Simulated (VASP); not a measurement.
# Cr2O (antifluorite type) (Fm-3m) in VASP: notebook

The runs below take Cr2O (antifluorite type) through single point, with PBE.

All numbers are computed with VASP 6.6.1; they aren't measurements. Logs are shortened: lines on timing, memory, paths and dates and some standing lists are left out, and cuts for length are marked.

**1. The cell of the first run**

It takes space group Fm-3m (No. 225, cubic). The conventional cell has a = 5.022 Å, b = 5.022 Å, c = 5.022 Å, α = 90.00°, β = 90.00°, γ = 90.00°. Within 2.9 Å of Cr (site symmetry -43m) lie 4 O at 2.17 Å and 6 Cr at 2.51 Å. Within 2.9 Å of O (site symmetry m-3m) lie 8 Cr at 2.17 Å.

**2. Single point, PBE**

File INCAR:

```
PREC     = Accurate       # precision mode
ENCUT    = 600            # plane-wave cutoff, eV
EDIFF    = 1E-6           # SCF threshold, eV
ISMEAR   = -1             # smearing method
SIGMA    = 0.06122561905347299 # smearing width, eV
LREAL    = F              # projectors in reciprocal space
LASPH    = T              # aspherical terms in the spheres
NELM     = 120            # most SCF steps
ALGO     = Normal         # electronic algorithm
ISIF     = 2              # what is computed and relaxed
LWAVE    = F              # write WAVECAR
LCHARG   = F              # write CHGCAR
GGA      = PE             # functional
NBANDS   = 22             # bands
GGA_COMPAT= F
```

File KPOINTS:

```
Automatic mesh
0
Gamma
  13 13 13
```

File POSCAR:

```
Cr2O
1.0
    0.0000000000      2.5108491552      2.5108491552
    2.5108491552      0.0000000000      2.5108491552
    2.5108491552      2.5108491552      0.0000000000
Cr O
2 1
Direct
    0.2500000000      0.2500000000      0.2500000000
    0.7500000000      0.7500000000      0.7500000000
    0.0000000000      0.0000000000      0.0000000000
```

Potentials or basis: VASP PAW PBE potentials, release 64 (Cr_pv, O).

On the command line:

```
$ cat potpaw_PBE.64/Cr_pv/POTCAR potpaw_PBE.64/O/POTCAR > POTCAR
$ mpirun -np 1 vasp_std > vasp.out
```

OUTCAR:

```text
PREC = Accurate
   ENCUT = 600
   EDIFF = 1E-6
   ISMEAR = -1
   LREAL = F
   LASPH = T
   NELM = 120
   ISIF = 2
   GGA = PE

 ion  position               nearest neighbor table
   1  0.250  0.250  0.250-   3 2.17   3 2.17   3 2.17   3 2.17   2 2.51   2 2.51   2 2.51   2 2.51
                             2 2.51   2 2.51
   2  0.750  0.750  0.750-   3 2.17   3 2.17   3 2.17   3 2.17   1 2.51   1 2.51   1 2.51   1 2.51
                             1 2.51   1 2.51
   3  0.000  0.000  0.000-   2 2.17   2 2.17   2 2.17   1 2.17   2 2.17   1 2.17   1 2.17   1 2.17

  LATTYP: Found a face centered cubic cell.
 ALAT       =     5.0216983104

  Lattice vectors:

 A1 = (   0.0000000000,   2.5108491552,   2.5108491552)
 A2 = (   2.5108491552,   0.0000000000,   2.5108491552)
 A3 = (   2.5108491552,   2.5108491552,   0.0000000000)

Analysis of symmetry for initial positions (statically):
=====================================================================
 Subroutine PRICEL returns:
 Original cell was already a primitive cell.

 Routine SETGRP: Setting up the symmetry group for a
 face centered cubic supercell.

 Subroutine GETGRP returns: Found 48 space group operations
 (whereof 48 operations were pure point group operations)
 out of a pool of 48 trial point group operations.

The static configuration has the point symmetry O_h .

Analysis of symmetry for dynamics (positions and initial velocities):
=====================================================================
 Subroutine PRICEL returns:
 Original cell was already a primitive cell.

 Routine SETGRP: Setting up the symmetry group for a
 face centered cubic supercell.

 Subroutine GETGRP returns: Found 48 space group operations
 (whereof 48 operations were pure point group operations)
 out of a pool of 48 trial point group operations.

The dynamic configuration has the point symmetry O_h .

 Subroutine INISYM returns: Found 48 space group operations
 (whereof 48 operations are pure point group operations),
 and found     1 'primitive' translations

----------------------------------------------------------------------------------------

                                     Primitive cell

  volume of cell :      31.6586

  direct lattice vectors                    reciprocal lattice vectors
     0.000000000  2.510849155  2.510849155    -0.199135818  0.199135818  0.199135818
     2.510849155  0.000000000  2.510849155     0.199135818 -0.199135818  0.199135818
     2.510849155  2.510849155  0.000000000     0.199135818  0.199135818 -0.199135818

  length of vectors
     3.550876928  3.550876928  3.550876928     0.344913354  0.344913354  0.344913354

  position of ions in fractional coordinates (direct lattice)
     0.250000000  0.250000000  0.250000000
     0.750000000  0.750000000  0.750000000
     0.000000000  0.000000000  0.000000000

  ion indices of the primitive-cell ions
   primitive index   ion index
                 1           1
                 2           2
                 3           3

----------------------------------------------------------------------------------------

 KPOINTS: Automatic mesh

Automatic generation of k-mesh.
 Grid dimensions read from file:
 generate k-points for:   13   13   13

 Generating k-lattice:

  Cartesian coordinates                     Fractional coordinates (reciprocal lattice)
    -0.015318140  0.015318140  0.015318140     0.076923077  0.000000000  0.000000000
     0.015318140 -0.015318140  0.015318140     0.000000000  0.076923077  0.000000000
     0.015318140  0.015318140 -0.015318140     0.000000000  0.000000000  0.076923077

  Length of vectors
     0.026531796  0.026531796  0.026531796

  Shift w.r.t. Gamma in fractional coordinates (k-lattice)
     0.000000000  0.000000000  0.000000000

 Subroutine IBZKPT returns following result:
 ===========================================

 Found     84 irreducible k-points:

 Following reciprocal coordinates:
            Coordinates               Weight
  0.000000  0.000000  0.000000      1.000000
  0.076923  0.000000  0.000000      8.000000
  0.153846  0.000000  0.000000      8.000000
  0.230769  0.000000  0.000000      8.000000
  0.307692  0.000000  0.000000      8.000000
  0.384615  0.000000  0.000000      8.000000
[... 16 lines left out ...]
  0.384615  0.153846  0.000000     24.000000
  0.461538  0.153846  0.000000     24.000000
 [... further k-points ...]
   k-points           NKPTS =     84   k-points in BZ     NKDIM =     84   number of bands    NBANDS=     22
   number of dos      NEDOS =    301   number of ions     NIONS =      3
   total plane-waves  NPLWV =  21952
   dimension x,y,z NGX =    28 NGY =   28 NGZ =   28
   dimension x,y,z NGXF=    56 NGYF=   56 NGZF=   56
   ions per type =               2   1
   NGX,Y,Z   is equivalent  to a cutoff of  13.11, 13.11, 13.11 a.u.
   NGXF,Y,Z  is equivalent  to a cutoff of  26.22, 26.22, 26.22 a.u.
 SYSTEM =  unknown system
   PREC   = accura    normal or accurate (medium, high low for compatibility)
   ISTART =      0    job   : 0-new  1-cont  2-samecut
   ICHARG =      2    charge: 1-file 2-atom 10-const
   ISPIN  =      1    spin polarized calculation?
   LNONCOLLINEAR =      F non collinear calculations
   LSORBIT =      F    spin-orbit coupling
   LASPH  =      T    aspherical Exc in radial PAW
   ENCUT  =  600.0 eV  44.10 Ry    6.64 a.u.   7.09  7.09  7.09*2*pi/ulx,y,z
   NELM   =    120;   NELMIN=  2; NELMDL= -5     # of ELM steps
   EDIFF  = 0.1E-05   stopping-criterion for ELM
   LREAL  =      F    real-space projection
   EDIFFG = 0.1E-04   stopping-criterion for IOM
   NSW    =      0    number of steps for IOM
   IBRION =     -1    ionic relax: 0-MD 1-quasi-New 2-CG
   NFREE  =      0    steps in history (QN), initial steepest desc. (CG)
   ISIF   =      2    stress and relaxation
   ISYM   =      2    0-nonsym 1-usesym 2-fastsym
   POTIM  = 0.5000    time-step for ionic-motion
   TEBEG  =    0.0;   TEEND  =   0.0 temperature during run
   PSTRESS=    0.0 pullay stress
   NELECT =      30.0000    total number of electrons
   NUPDOWN=      -1.0000    fix difference up-down
   EMIN   =  10.00;   EMAX   =-10.00  energy-range for DOS
   EFERMI =   0.00;   METHOD = LEGACY
   ISMEAR =    -1;   SIGMA  =   0.06  broadening in eV -4-tet -1-fermi 0-gaus
   EFERMI_NEDOS =   21; number of points for ismear=-14 and -15
   IALGO  =     38    algorithm
   IMIX   =      4    mixing-type and parameters
     AMIX     =   0.40;   BMIX     =  1.00
     AMIX_MAG =   1.60;   BMIX_MAG =  1.00
  volume/ion in A,a.u.               =      10.55        71.21
  Fermi-wavevector in a.u.,A,eV,Ry     =   1.607995  3.038669 35.179865  2.585647
  Thomas-Fermi vector in A             =   2.703935
   LORBIT       =      0    0 simple, 1 ext, 2 COOP (PROOUT), +10 PAW based schemes
   GGA     = PE    functional components
   LHFCALC =     F    Hartree Fock is set to
   AEXX    =    0.0000 exact exchange contribution
   IVDW    =     0    specifies the selected vdW correction
   LEPSILON=     F    determine dielectric tensor
   LRPA    =     F    only Hartree local field effects (RPA)
 non-spin polarized calculation
  energy-cutoff  :      600.00
  volume of cell :       31.66
 maximum number of plane-waves:      1069
   NGX = 15   NGY = 15   NGZ = 15

 number of electron      30.0000012 magnetization

 Free energy of the ion-electron system (eV)
  ---------------------------------------------------
  ext. energy  EPLUGINS =         0.00000000
  ---------------------------------------------------
  free energy    TOTEN  =       -23.08085464 eV

  energy without entropy =      -23.01718970  energy(sigma->0) =      -23.04902217

 E-fermi :  10.1535     XC(G=0): -12.9696

 val. band max:       10.1498745787   @ k =  -0.3846   0.4615   0.1538
 cond. band min:      10.1560835186   @ k =   0.3077   0.2308   0.0769
 fundamental gap:      0.0062089399
 Fermi energy:        10.1534779689

 k-point     1 :       0.0000    0.0000    0.0000
  band No.  band energies     occupation
      1     -33.3440      2.00000
      2     -33.3440      2.00000
      3     -33.3440      2.00000
      4     -32.9261      2.00000
      5     -32.9261      2.00000
      6     -32.9261      2.00000
[... 14 lines left out ...]
     21      12.6242      0.00000
     22      17.5834      0.00000

 k-point     2 :       0.0769    0.0000    0.0000
  band No.  band energies     occupation
      1     -33.3399      2.00000
      2     -33.3385      2.00000
      3     -33.3385      2.00000
      4     -32.9348      2.00000
      5     -32.9327      2.00000
      6     -32.9327      2.00000
[... 14 lines left out ...]
     21      12.4746      0.00000
     22      17.5825      0.00000

 k-point     3 :       0.1538    0.0000    0.0000
  band No.  band energies     occupation
      1     -33.3276      2.00000
      2     -33.3220      2.00000
      3     -33.3220      2.00000
      4     -32.9600      2.00000
      5     -32.9520      2.00000
      6     -32.9520      2.00000
[... 14 lines left out ...]
     21      12.0808      0.00000
     22      17.5793      0.00000

 k-point     4 :       0.2308    0.0000    0.0000
  band No.  band energies     occupation
      1     -33.3072      2.00000
      2     -33.2954      2.00000
      3     -33.2954      2.00000
      4     -32.9984      2.00000
      5     -32.9826      2.00000
      6     -32.9826      2.00000
[... 14 lines left out ...]
     21      11.7716      0.00000
     22      16.9994      0.00000

 k-point     5 :       0.3077    0.0000    0.0000
  band No.  band energies     occupation
      1     -33.2788      2.00000
      2     -33.2598      2.00000
      3     -33.2598      2.00000
      4     -33.0458      2.00000
      5     -33.0224      2.00000
      6     -33.0224      2.00000
[... 417 lines left out ...]
 k-point    22 :       0.3077    0.1538    0.0000
  band No.  band energies     occupation
      1     -33.3562      2.00000
      2     -33.3517      2.00000
      3     -33.1827      2.00000
      4     -33.1262      2.00000
      5     -32.9355      2.00000
      6     -32.9311      2.00000
[... 14 lines left out ...]
     21      12.2318      0.00000
     22      17.3013      0.00000

 k-point    23 :       0.3846    0.1538    0.0000
  band No.  band energies     occupation
      1     -33.3381      2.00000
      2     -33.3283      2.00000
      3     -33.2429      2.00000
      4     -33.0717      2.00000
      5     -32.9667      2.00000
      6     -32.9580      2.00000
[... 14 lines left out ...]
     21      12.0584      0.00000
     22      16.2791      0.00000

 k-point    24 :       0.4615    0.1538    0.0000
  band No.  band energies     occupation
      1     -33.3124      2.00000
      2     -33.2936      2.00000
      3     -33.2928      2.00000
      4     -33.0210      2.00000
      5     -33.0076      2.00000
      6     -32.9953      2.00000
[... 14 lines left out ...]
     21      12.3741      0.00000
     22      15.3488      0.00000

 [... further k-points ...]

------------------------ aborting loop because EDIFF is reached ----------------------------------------

  FORCE on cell =-STRESS in cart. coord.  units (eV):
  Direction    XX          YY          ZZ          XY          YZ          ZX
  --------------------------------------------------------------------------------------
  -------------------------------------------------------------------------------------
  Total       -1.4547221     -1.4547221     -1.4547221     -0.0000000     -0.0000000     -0.0000000
  in kB      -73.6204988    -73.6204988    -73.6204988     -0.0000000     -0.0000000     -0.0000000
  external PRESSURE =     -73.6204988 kB  Pullay stress =       0.0000000 kB

 VOLUME and BASIS-vectors are now :
 -----------------------------------------------------------------------------
  energy-cutoff  :      600.00
  volume of cell :       31.66
      direct lattice vectors                 reciprocal lattice vectors
     0.000000000  2.510849155  2.510849155    -0.199135818  0.199135818  0.199135818
     2.510849155  0.000000000  2.510849155     0.199135818 -0.199135818  0.199135818
     2.510849155  2.510849155  0.000000000     0.199135818  0.199135818 -0.199135818

 POSITION                                       TOTAL-FORCE (eV/Angst)
 -----------------------------------------------------------------------------------
      1.25542      1.25542      1.25542        -0.000000      0.000000     -0.000000
      3.76627      3.76627      3.76627         0.000000      0.000000      0.000000
      0.00000      0.00000      0.00000         0.000000     -0.000000      0.000000
 -----------------------------------------------------------------------------------
    total drift:                                0.000000      0.000000      0.000000

  FREE ENERGIE OF THE ION-ELECTRON SYSTEM (eV)
  ---------------------------------------------------
  free  energy   TOTEN  =       -23.0808546369 eV

  energy  without entropy=      -23.0171897033  energy(sigma->0) =      -23.04902217
```

Wall time 42 s (1 thread of AMD EPYC 9R45 (Zen 5), shared host); peak memory 0.17 GiB.

Results:

```
Free energy            : -23.0809 eV
Pressure               : -7.4 GPa
Band gap on the k mesh : zero (bands 15 and 16 overlap by 0.96 eV)
```

Levels at points of the mesh, in eV from the Fermi level:
```
           k point  band 11  band 12  band 13  band 14  band 15  band 16  band 17  band 18  band 19  band 20
(0.00, 0.00, 0.00)    -3.35    -3.21    -3.21     0.67     0.67     0.67     1.32     1.32     1.32     2.47
```

Caveat: the cell stands under tension; the run has no spin polarisation, though such a crystal can be magnetic. With open d or f shells a metallic result of PBE can be an artefact of self-interaction; +U or a hybrid may open a gap.

**3. Single point, PBE**

File INCAR:

```
SYSTEM = Cr2O
ALGO = Normal
EDIFF = 1E-6
ENCUT = 600
GGA = PE
GGA_COMPAT = .False.
ISIF = 2
ISMEAR = -1
LASPH = .True.
LCHARG = .False.
LREAL = .False.
LWAVE = .False.
NBANDS = 22
NELM = 120
PREC = Accurate
SIGMA = 0.06122561905347299
```

File KPOINTS:

```
k-points
0
Gamma
  13 13 13
  0 0 0
```

POSCAR is that of step 2.

Potentials or basis: VASP PAW PBE potentials, release 64 (Cr_pv, O).

On the command line:

```
$ cat potpaw_PBE.64/Cr_pv/POTCAR potpaw_PBE.64/O/POTCAR > POTCAR
$ mpirun -np 1 vasp_std > vasp.out
```

Run time: 42 s. Hardware: 1 thread of AMD EPYC 9R45 (Zen 5), shared host; peak memory 0.17 GiB.

Results (log left out):

```yaml
Free_energy: -23.0809 eV
Pressure: -7.4 GPa
Band_gap_on_the_k_mesh: zero (bands 15 and 16 overlap by 0.96 eV)
```

Levels at points of the mesh, in eV from the Fermi level:
```
           k point  band 12  band 13  band 14  band 15  band 16  band 17  band 18  band 19
(0.00, 0.00, 0.00)    -3.21    -3.21     0.67     0.67     0.67     1.32     1.32     1.32
```

Caveat: the cell stands under tension; the run has no spin polarisation, though such a crystal can be magnetic. With open d or f shells a metallic result of PBE can be an artefact of self-interaction; +U or a hybrid may open a gap.

**4. Single point, PBE**

This run uses another cell than the first one, of 10.76 Å³/atom.

File INCAR:

```
SYSTEM = Cr2O
ALGO = Normal ; EDIFF = 1E-6
ENCUT = 600 ; GGA = PE
GGA_COMPAT = .FALSE. ; ISIF = 2
ISMEAR = -1 ; LASPH = .TRUE.
LCHARG = .FALSE. ; LREAL = .FALSE.
LWAVE = .FALSE. ; NBANDS = 22
NELM = 120 ; PREC = Accurate
SIGMA = 0.06122561905347299
```

File KPOINTS:

```
k-points
0
G
  13 13 13
  0 0 0
```

File POSCAR:

```
Cr2O
1.0
    0.0000000000      2.5268422562      2.5268422562
    2.5268422562      0.0000000000      2.5268422562
    2.5268422562      2.5268422562      0.0000000000
Cr O
2 1
Direct
    0.2500000000      0.2500000000      0.2500000000
    0.7500000000      0.7500000000      0.7500000000
    0.0000000000      0.0000000000      0.0000000000
```

On the command line:

```
$ cat potpaw_PBE.64/Cr_pv/POTCAR potpaw_PBE.64/O/POTCAR > POTCAR
$ mpirun -np 1 vasp_std > vasp.out
```

It took 50 s on 1 thread of AMD EPYC 9R45 (Zen 5), shared host; peak memory 0.18 GiB.

It converged, with:

```
Free energy            : -23.0480 eV
Pressure               : -10.5 GPa
Band gap on the k mesh : zero (bands 15 and 16 overlap by 0.93 eV)
```

Levels at points of the mesh, in eV from the Fermi level:
| k point | band 11 | band 12 | band 13 | band 14 | band 15 | band 16 | band 17 | band 18 | band 19 | band 20 |
| --- | --- | --- | --- | --- | --- | --- | --- | --- | --- | --- |
| (0.00, 0.00, 0.00) | -3.36 | -3.12 | -3.12 | 0.65 | 0.65 | 0.65 | 1.29 | 1.29 | 1.29 | 2.41 |

Caveat: the cell stands under tension; the run has no spin polarisation, though such a crystal can be magnetic.

**5. Single point, PBE**

This run uses another cell than the first one, of 9.54 Å³/atom.

File INCAR:

```
SYSTEM = Cr2O
ALGO     = Normal         ! electronic algorithm
EDIFF    = 1E-6           ! SCF threshold, eV
ENCUT    = 600            ! plane-wave cutoff, eV
GGA      = PE             ! functional
GGA_COMPAT= .False.      
ISIF     = 2              ! what is computed and relaxed
ISMEAR   = -1             ! smearing method
LASPH    = .True.         ! aspherical terms in the spheres
LCHARG   = .True.         ! write CHGCAR
LELF     = .True.         ! ELF
LREAL    = .False.        ! projectors in reciprocal space
LVHAR    = .True.       
LWAVE    = .False.        ! write WAVECAR
NBANDS   = 22             ! bands
NELM     = 120            ! most SCF steps
PREC     = Accurate       ! precision mode
SIGMA    = 0.06122561905347299 ! smearing width, eV
```

File KPOINTS:

```
k-points
0
Gamma
  19 19 19
  0 0 0
```

File POSCAR:

```
Cr2O
1.0
    0.0000000000      2.4276465720      2.4276465720
    2.4276465720      0.0000000000      2.4276465720
    2.4276465720      2.4276465720      0.0000000000
Cr O
2 1
Direct
    0.2500000000      0.2500000000      0.2500000000
    0.7500000000      0.7500000000      0.7500000000
    0.0000000000      0.0000000000      0.0000000000
```

On the command line:

```
$ cat potpaw_PBE.64/Cr_pv/POTCAR potpaw_PBE.64/O/POTCAR > POTCAR
$ mpirun -np 1 vasp_std > vasp.out
```

Wall time 1.8 min (1 thread of AMD EPYC 9R45 (Zen 5), shared host); peak memory 0.24 GiB.

The run converged. Its results:

| Item | Value |
| --- | --- |
| Free energy | -23.0243 eV |
| Pressure | 14.8 GPa |
| Band gap on the k mesh | zero (bands 15 and 16 overlap by 1.17 eV) |

Levels at points of the mesh, in eV from the Fermi level:
```
           k point  band 12  band 13  band 14  band 15  band 16  band 17  band 18  band 19
(0.00, 0.00, 0.00)    -3.71    -3.28     0.78     0.78     0.78     1.50     1.50     1.50
```

Caveat: the cell stands under pressure; the run has no spin polarisation, though such a crystal can be magnetic.

**6. Summary**

| cell | k mesh | gap on the mesh (eV) | pressure (GPa) |
| --- | --- | --- | --- |
| a = 3.551 Å, angles 60.0°, 3 atoms | 13 × 13 × 13 | none | -7.4 |
| a = 3.573 Å, angles 60.0°, 3 atoms | 13 × 13 × 13 | none | -10.5 |
| a = 3.433 Å, angles 60.0°, 3 atoms | 19 × 19 × 19 | none | 14.8 |

Alike in all rows: task single point; level PBE; potentials or basis VASP PAW PBE potentials, release 64 (Cr_pv, O); no spin polarisation; cutoff (eV) 600; smearing fermi-dirac 0.0612256 eV.

Caveats: the run has no spin polarisation, though such a crystal can be magnetic; the cell stands under tension (at least some runs); the cell stands under pressure (at least some runs).

Total energies depend on the potentials used, so only differences within one code and one set of settings carry meaning.
